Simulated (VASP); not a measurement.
Wanted: the native input for a VASP 6.6.1 run.

| Property | Result |
| --- | --- |
| Task | single point |
| Functional | PBE |
| Potentials or basis | VASP PAW PBE potentials, release 64 (Na_pv, N) |
| Cutoff | 520 eV |
| k mesh | 4 × 4 × 4 |
| Occupations | gaussian, width 0.1 eV |
| Spin | no spin polarisation |
| Dipole correction | no |
| Further INCAR settings | ALGO = Normal; EDIFF = 1e-07; NBANDS = 24 |

The structure of Na4N lies in POSCAR:

```
Na4N
1.0
   -3.0190623165      3.0190623165      3.0190623165
    3.0190623165     -3.0190623165      3.0190623165
    3.0190623165      3.0190623165     -3.0190623165
Na N
4 1
Direct
    0.5000000000      0.5000000000      0.5000000000
    0.5000000000      0.0000000000      0.0000000000
    0.0000000000      0.0000000000      0.5000000000
    0.0000000000      0.5000000000      0.0000000000
    0.0000000000      0.0000000000      0.0000000000
```

The cell was built from a structure type or drawn by symmetry, and may not be a known phase.

One way to write it, as run:

INCAR

```
ALGO     = Normal         # electronic algorithm
EDIFF    = 1E-7           # SCF threshold, eV
ENCUT    = 520            # plane-wave cutoff, eV
GGA      = PE             # functional
ISIF     = 2              # what is computed and relaxed
ISMEAR   = 0              # smearing method
LASPH    = T              # aspherical terms in the spheres
LCHARG   = F              # write CHGCAR
LREAL    = F              # projectors in reciprocal space
LWAVE    = F              # write WAVECAR
NBANDS   = 24             # bands
NELM     = 100            # most SCF steps
PREC     = Accurate       # precision mode
SIGMA    = 0.1            # smearing width, eV
```

KPOINTS

```
k-points
0
Gamma
  4 4 4
```

Potentials or basis: VASP PAW PBE potentials, release 64 (Na_pv, N).

Command:

```bash
$ cat potpaw_PBE.64/Na_pv/POTCAR potpaw_PBE.64/N/POTCAR > POTCAR
$ mpirun -np 1 vasp_std > vasp.out
```

It gave:

```yaml
Pressure: 0.1 GPa
Band_gap_on_the_k_mesh: zero (an odd number of electrons rules out a gap without spin polarisation)
```

Caveat: the k points lie up to 0.37 Å⁻¹ apart, too coarse for converged energies and pressures of a metal.

Wall time 30 s on 1 thread of Intel(R) Xeon(R) Platinum 8488C (Sapphire Rapids) (shared host), peak memory 0.23 GiB.
